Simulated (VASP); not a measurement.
# C (Pm-3m) in VASP: notebook, part 2 of 2

VASP 6.6.1. Earlier steps stand in the parts before.

### Step 3. Single point, RPBE (volume scaled by 1.12)

Input file INCAR:

```
  ALGO = Normal
  EDIFF = 1E-7
  ENCUT = 520
  GGA = RP
  ISIF = 2
  ISMEAR = -1
  LASPH = T
  LCHARG = T
  LELF = T
  LREAL = F
  LVHAR = T
  LWAVE = F
  NBANDS = 8
  NELM = 60
  PREC = Accurate
  SIGMA = 0.1
```

Input file KPOINTS:

```
k-points
0
Gamma
  20 20 20
```

Input file POSCAR:

```
C
1.0
    1.8464122488      0.0000000000      0.0000000000
    0.0000000000      1.8464122488      0.0000000000
    0.0000000000      0.0000000000      1.8464122488
C
1
Direct
    0.0000000000      0.0000000000      0.0000000000
```

Potentials or basis: VASP PAW PBE potentials, release 64 (C).

Started as:

```sh
$ cat potpaw_PBE.64/C/POTCAR > POTCAR
$ mpirun -np 1 vasp_std > vasp.out
```

OUTCAR:

```text
EDIFF = 1E-7
   ENCUT = 520
   GGA = RP
   ISIF = 2
   ISMEAR = -1
   LASPH = T
   LREAL = F
   NELM = 60
   PREC = Accurate

 ion  position               nearest neighbor table
   1  0.000  0.000  0.000-

  LATTYP: Found a simple cubic cell.
 ALAT       =     1.8464122488

  Lattice vectors:

 A1 = (   1.8464122488,   0.0000000000,   0.0000000000)
 A2 = (   0.0000000000,   1.8464122488,   0.0000000000)
 A3 = (   0.0000000000,   0.0000000000,   1.8464122488)

Analysis of symmetry for initial positions (statically):
=====================================================================
 Subroutine PRICEL returns:
 Original cell was already a primitive cell.

 Routine SETGRP: Setting up the symmetry group for a
 simple cubic supercell.

 Subroutine GETGRP returns: Found 48 space group operations
 (whereof 48 operations were pure point group operations)
 out of a pool of 48 trial point group operations.

The static configuration has the point symmetry O_h .

Analysis of symmetry for dynamics (positions and initial velocities):
[... 160 lines left out ...]
 cond. band min:       9.0186056196   @ k =   0.5000   0.4000   0.2500
 fundamental gap:      0.0266444233
 Fermi energy:         9.0147419524

 k-point     1 :       0.0000    0.0000    0.0000
  band No.  band energies     occupation
      1     -11.3027      2.00000
      2      17.6057      0.00000
      3      17.6057      0.00000
      4      17.6057      0.00000
      5      33.3826      0.00000
      6      33.3826      0.00000
      7      37.3808      0.00000
      8      61.1627      0.00000
[... 243 lines left out ...]
 k-point    24 :       0.2000    0.1000    0.0000
  band No.  band energies     occupation
      1      -9.4930      2.00000
      2      10.9492      0.00000
      3      16.5395      0.00000
      4      18.6917      0.00000
      5      36.3840      0.00000
      6      37.0152      0.00000
      7      41.5894      0.00000
      8      52.7279      0.00000

 [... further k-points ...]

------------------------ aborting loop because EDIFF is reached ----------------------------------------

  FORCE on cell =-STRESS in cart. coord.  units (eV):
  Direction    XX          YY          ZZ          XY          YZ          ZX
  --------------------------------------------------------------------------------------
  -------------------------------------------------------------------------------------
  Total       -1.0081757     -1.0081757     -1.0081757     -0.0000000     -0.0000000     -0.0000000
  in kB     -256.6024505   -256.6024505   -256.6024505     -0.0000000     -0.0000000     -0.0000000
  external PRESSURE =    -256.6024505 kB  Pullay stress =       0.0000000 kB

 VOLUME and BASIS-vectors are now :
 -----------------------------------------------------------------------------
  energy-cutoff  :      520.00
  volume of cell :        6.29
      direct lattice vectors                 reciprocal lattice vectors
     1.846412249  0.000000000  0.000000000     0.541590861  0.000000000  0.000000000
     0.000000000  1.846412249  0.000000000     0.000000000  0.541590861  0.000000000
     0.000000000  0.000000000  1.846412249     0.000000000  0.000000000  0.541590861

 POSITION                                       TOTAL-FORCE (eV/Angst)
 -----------------------------------------------------------------------------------
      0.00000      0.00000      0.00000         0.000000      0.000000      0.000000
 -----------------------------------------------------------------------------------
    total drift:                               -0.000000     -0.000000     -0.000000

  FREE ENERGIE OF THE ION-ELECTRON SYSTEM (eV)
  ---------------------------------------------------
  free  energy   TOTEN  =        -5.9562353151 eV

  energy  without entropy=       -5.9456873579  energy(sigma->0) =       -5.95096134
```

stdout:

```text
POSCAR found type information on POSCAR C
 POSCAR found :  1 types and       1 ions
 scaLAPACK will be used
 -----------------------------------------------------------------------------
|                                                                             |
|                                                                             |
|     You enforced a specific xc type in the INCAR file but a different       |
|     I HOPE YOU KNOW WHAT YOU ARE DOING!                                     |
|                                                                             |
 -----------------------------------------------------------------------------

 LDA part: xc-table for (Slater+PW92), standard interpolation
 POSCAR, INCAR and KPOINTS ok, starting setup
 FFT: planning ... GRIDC
 FFT: planning ... GRID_SOFT
 FFT: planning ... GRID
 WAVECAR not read
 entering main loop
```

Wall time 4.5 s (1 thread of Intel Xeon Platinum 8375C at 2.90GHz (Ice Lake), shared host); peak memory 0.11 GiB.

Results:

| Item | Value |
| --- | --- |
| Free energy | -5.9562 eV |
| Pressure | -25.7 GPa |
| Band gap on the k mesh | zero (band 2 reaches 17.61 eV, above the bottom of band 3 at 5.62 eV) |

Levels at points of the mesh, in eV from the Fermi level:
| k point | band 1 | band 2 | band 3 | band 4 | band 5 | band 6 | band 7 |
| --- | --- | --- | --- | --- | --- | --- | --- |
| (0.00, 0.00, 0.00) | -20.32 | 8.59 | 8.59 | 8.59 | 24.37 | 24.37 | 28.37 |
| (0.50, 0.00, 0.00) | -12.00 | -10.62 | 11.47 | 11.47 | 27.82 | 31.47 | 37.34 |
| (0.50, 0.50, 0.00) | -5.17 | -5.17 | -3.39 | 8.62 | 13.79 | 38.86 | 38.86 |
| (0.50, 0.50, 0.50) | -0.70 | -0.70 | -0.70 | 6.16 | 17.08 | 17.08 | 17.08 |

Caveat: the cell differs from its parent crystal (volume scaled by 1.12); the PAW data sets were made with another functional, which shifts forces and pressure a little.

### Step 4. Single point, RPBE

This run uses another cell than the first one, of 5.62 Å³/atom, 0.926 times its volume.

Input file INCAR:

```
SYSTEM = C
  PREC = Accurate
  ENCUT = 520
  EDIFF = 1E-6
  ISMEAR = -1
  SIGMA = 0.1
  LREAL = .False.
  LASPH = .True.
  NELM = 60
  ALGO = Normal
  ISIF = 2
  LWAVE = .False.
  LCHARG = .False.
  GGA = RP
  NBANDS = 8
```

Input file KPOINTS:

```
regular mesh
0
Gamma
  29 29 29
  0 0 0
```

Input file POSCAR:

```
C
1.0
    1.7779627791      0.0000000000      0.0000000000
    0.0000000000      1.7779627791      0.0000000000
    0.0000000000      0.0000000000      1.7779627791
C
1
Direct
    0.0000000000      0.0000000000      0.0000000000
```

Started as:

```sh
$ cat potpaw_PBE.64/C/POTCAR > POTCAR
$ mpirun -np 1 vasp_std > vasp.out
```

Run time: 8.5 s. Hardware: 1 thread of Intel Xeon Platinum 8375C at 2.90GHz (Ice Lake), shared host; peak memory 0.13 GiB.

Results (log left out):

```yaml
Free_energy: -6.0098 eV
Pressure: 3.0 GPa
Band_gap_on_the_k_mesh: zero (band 2 reaches 20.19 eV, above the bottom of band 3 at 8.12 eV)
```

Levels at points of the mesh, in eV from the Fermi level:
```
           k point  band 1  band 2  band 3  band 4  band 5  band 6  band 7
(0.00, 0.00, 0.00)  -22.09    9.34    9.34    9.34   25.32   25.32   30.94
```

Caveat: the PAW data sets were made with another functional, which shifts forces and pressure a little.

### Step 5. Relaxation of cell and atoms, RPBE

This run uses another cell than the first one, of 7.15 Å³/atom, 1.177 times its volume.

Input file INCAR:

```
PREC = Accurate
ENCUT = 600
EDIFF = 1E-6
ISMEAR = -1
SIGMA = 0.1
LREAL = F
LASPH = T
NELM = 100
ALGO = Normal
ISIF = 3
LWAVE = F
LCHARG = F
GGA = RP
IBRION = 2
NSW = 80
EDIFFG = -0.01
```

Input file KPOINTS:

```
Automatic mesh
0
Gamma
  16 16 16
```

Input file POSCAR:

```
C
1.0
    1.9260827495      0.0000000000      0.0000000000
    0.0000000000      1.9260827495      0.0000000000
    0.0000000000      0.0000000000      1.9260827495
C
1
Direct
    0.0000000000      0.0000000000      0.0000000000
```

Started as:

```sh
$ cat potpaw_PBE.64/C/POTCAR > POTCAR
$ mpirun -np 1 vasp_std > vasp.out
```

Run time: 7.7 s. Hardware: 1 thread of Intel Xeon Platinum 8375C at 2.90GHz (Ice Lake), shared host; peak memory 0.11 GiB.

The run converged. Its results:

```yaml
Free_energy: -6.0060 eV
Relaxed_volume: 5.61 Å³/atom
Relaxed_cell: a = 1.777 Å, b = 1.777 Å, c = 1.777 Å, α = 90.00°, β = 90.00°, γ = 90.00°
Space_group_after_relaxing_to_0.05_Å: Pm-3m (No. 221)
Energy_gained_by_relaxing: 251.5 meV/atom
Ionic_steps: 6
Pressure_after_relaxing: 0.0 GPa
Band_gap_on_the_k_mesh: zero (band 2 reaches 20.23 eV, above the bottom of band 3 at 7.96 eV)
```

The path:
| step | energy change (eV) | largest force (eV/Å) | pressure (GPa) | volume (Å³) |
| --- | --- | --- | --- | --- |
| 1 | 0.0000 | 0.0000 | -42.63 | 7.15 |
| 2 | -0.2392 | 0.0000 | 16.19 | 5.35 |
| 3 | -0.2514 | 0.0000 | -0.40 | 5.62 |
| 4 | -0.2514 | 0.0000 | 1.14 | 5.59 |
| 5 | -0.2514 | 0.0000 | -0.59 | 5.62 |
| 6 | -0.2515 | 0.0000 | 0.00 | 5.61 |

Final structure:
```xyz
1
Lattice="1.7768 0.0000 0.0000 0.0000 1.7768 0.0000 0.0000 0.0000 1.7768" Properties=species:S:1:pos:R:3 pbc="T T T"
C     0.0000    0.0000    0.0000
```

Levels at points of the mesh, in eV from the Fermi level:
| k point | band 1 | band 2 | band 3 | band 4 | band 5 | band 6 |
| --- | --- | --- | --- | --- | --- | --- |
| (0.00, 0.00, 0.00) | -22.16 | 9.31 | 9.31 | 9.31 | 25.30 | 25.30 |
| (0.50, 0.00, 0.00) | -12.78 | -12.17 | 12.62 | 12.62 | 29.62 | 33.07 |
| (0.50, 0.50, 0.00) | -6.06 | -6.06 | -2.95 | 8.14 | 15.31 | 41.49 |
| (0.50, 0.50, 0.50) | -1.01 | -1.01 | -1.01 | 8.27 | 17.34 | 17.34 |

Caveat: the volume moved by over 15 % at a fixed basis, so the end points are rough; the PAW data sets were made with another functional, which shifts forces and pressure a little.

### Step 6. Summary

| task | cell | k mesh | cutoff (eV) | gap on the mesh (eV) | pressure (GPa) |
| --- | --- | --- | --- | --- | --- |
| single point | a = 1.824 Å, 1 atom | 20 × 20 × 20 | 520 | none | -17.5 |
| single point | a = 1.846 Å, 1 atom | 20 × 20 × 20 | 520 | none | -25.7 |
| single point | a = 1.778 Å, 1 atom | 29 × 29 × 29 | 520 | none | 3.0 |
| relaxation of cell and atoms | relaxed from a = 1.926 Å, 1 atom | 16 × 16 × 16 | 600 | none | 0.0 |

Alike in all rows: level RPBE; potentials or basis VASP PAW PBE potentials, release 64 (C); no spin polarisation; smearing fermi-dirac 0.1 eV.

Caveats: the PAW data sets were made with another functional, which shifts forces and pressure a little; the volume moved by over 15 % at a fixed basis, so the end points are rough (some runs).

Absolute energies hang on the potentials; compare differences alone.
